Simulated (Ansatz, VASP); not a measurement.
# One calculation of Ta3N, two programs

Contents of POSCAR:

```
Ta3N
1.0
   -1.8876571203      1.8876571203      4.2165847362
    1.8876571203     -1.8876571203      4.2165847362
    1.8876571203      1.8876571203     -4.2165847362
Ta N
3 1
Direct
    0.5000000000      0.5000000000      0.0000000000
    0.2500000000      0.7500000000      0.5000000000
    0.7500000000      0.2500000000      0.5000000000
    0.0000000000      0.0000000000      0.0000000000
```

Contents of INCAR.step1:

```
PREC     = Accurate       # precision mode
ENCUT    = 600            # plane-wave cutoff, eV
ISMEAR   = 0              # smearing method
SIGMA    = 0.1            # smearing width, eV
LREAL    = False          # projectors in reciprocal space
LASPH    = True           # aspherical terms in the spheres
NELM     = 60             # most SCF steps
GGA      = PE             # functional
ALGO     = Normal         # electronic algorithm
EDIFF    = 1E-4           # SCF threshold, eV
LWAVE    = True           # write WAVECAR
LCHARG   = False          # write CHGCAR
```

File INCAR.step2:

```
PREC     = Accurate       # precision mode
ENCUT    = 600            # plane-wave cutoff, eV
EDIFF    = 1E-6           # SCF threshold, eV
ISMEAR   = 0              # smearing method
SIGMA    = 0.1            # smearing width, eV
LREAL    = False          # projectors in reciprocal space
LASPH    = True           # aspherical terms in the spheres
NELM     = 60             # most SCF steps
ALGO     = Normal         # electronic algorithm
ISIF     = 3              # what is computed and relaxed
LWAVE    = False          # write WAVECAR
LCHARG   = False          # write CHGCAR
METAGGA  = R2SCAN         # meta-GGA
LMIXTAU  = True         
IBRION   = 2              # ionic algorithm
NSW      = 90             # ionic steps
EDIFFG   = -0.04          # ionic threshold
ISTART   = 1
```

KPOINTS

```
regular mesh
0
Gamma
  6 6 6
```

Input for Ansatz:

```yaml
crystal:
  lattice:
    - [-1.8876571203, 1.8876571203, 4.2165847362]
    - [1.8876571203, -1.8876571203, 4.2165847362]
    - [1.8876571203, 1.8876571203, -4.2165847362]
  atoms:
    - { symbol: Ta, position: [0.5, 0.5, 0.0] }
    - { symbol: Ta, position: [0.25, 0.75, 0.5] }
    - { symbol: Ta, position: [0.75, 0.25, 0.5] }
    - { symbol: "N", position: [0.0, 0.0, 0.0] }
basis:
  ecutwfc: 500
kpoints:
  mp_grid: { grid: [6, 6, 6] }
hamiltonian:
  xc: r2scan
scf:
  occupations: { method: gaussian, width: 0.1 }
  lower_state_search: "off"
output:
  forces: true
  stress: true
  eigenvalues: true
relax:
  adjacent_minimum: "off"
  f_tol: 0.04
  max_steps: 70
  cell: { stress_tol: 0.4 }
```

Alike in both runs: task relaxation of cell and atoms; functional r2SCAN; k mesh 6 × 6 × 6; occupations gaussian, width 0.1 eV; no spin polarisation.

```csv
,VASP,Ansatz
version,VASP 6.6.1,Ansatz 0.2.0
potentials or method,"VASP PAW PBE potentials, release 64 (Ta_pv, N), cutoff 600 eV","scalar-relativistic, plane waves, PAW"
valence electrons in the cell,38,44
```

```csv
,VASP,Ansatz,Ansatz less VASP
"gap on the k mesh at the Fermi level, each at its own relaxed structure (eV)",none,none,-
relaxed volume (Å³/atom),15.30,15.22,-0.082
relaxed cell length with the largest relative difference (Å),5.418,5.428,+0.0104
```

VASP's potentials were made for PBE, not for r2SCAN. A gap of «none» marks a metal or a gap that the smearing closes. VASP's potentials hold 38 valence electrons a cell and Ansatz's 44, so a difference there can come from the potentials and not from the codes.

The k mesh is coarse, so the values compare programs but aren't converged. Neither program's run includes spin-orbit coupling.
